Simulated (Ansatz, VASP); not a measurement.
**TaN2: VASP beside Ansatz**

```
CELL_PARAMETERS angstrom
3.05581 0.00000 0.00000
0.00000 3.05581 0.00000
0.00000 0.00000 5.97803
ATOMIC_POSITIONS crystal
Ta 0.00000 0.50000 0.73795
Ta 0.50000 0.00000 0.26205
N 0.00000 0.00000 0.00000
N 0.50000 0.50000 0.00000
N 0.00000 0.50000 0.36961
N 0.50000 0.00000 0.63039
```

Alike in both runs: task relaxation of cell and atoms; functional PBE; k mesh 12 × 12 × 6; occupations gaussian, width 0.1 eV; no spin polarisation.

|  | VASP | Ansatz |
| --- | --- | --- |
| version | VASP 6.6.1 | Ansatz 0.2.0 |
| potentials or method | VASP PAW PBE potentials, release 64 (Ta_pv, N), cutoff 600 eV | scalar-relativistic, plane waves, PAW |
| valence electrons in the cell | 42 | 46 |

Ansatz gave:

- gap on the k mesh at the Fermi level, each at its own relaxed structure (eV): none
- relaxed volume (Å³/atom): 9.29
- relaxed cell length with the largest relative difference (Å): 5.997

Problem. Estimate VASP's values.

Solution. gap on the k mesh at the Fermi level, each at its own relaxed structure (eV): none; relaxed volume (Å³/atom): 9.30; relaxed cell length with the largest relative difference (Å): 6.004.

A gap of «none» marks a metal or a gap that the smearing closes. VASP's potentials hold 42 valence electrons a cell and Ansatz's 46, so a difference there can come from the potentials and not from the codes.

Spin-orbit coupling is off throughout.
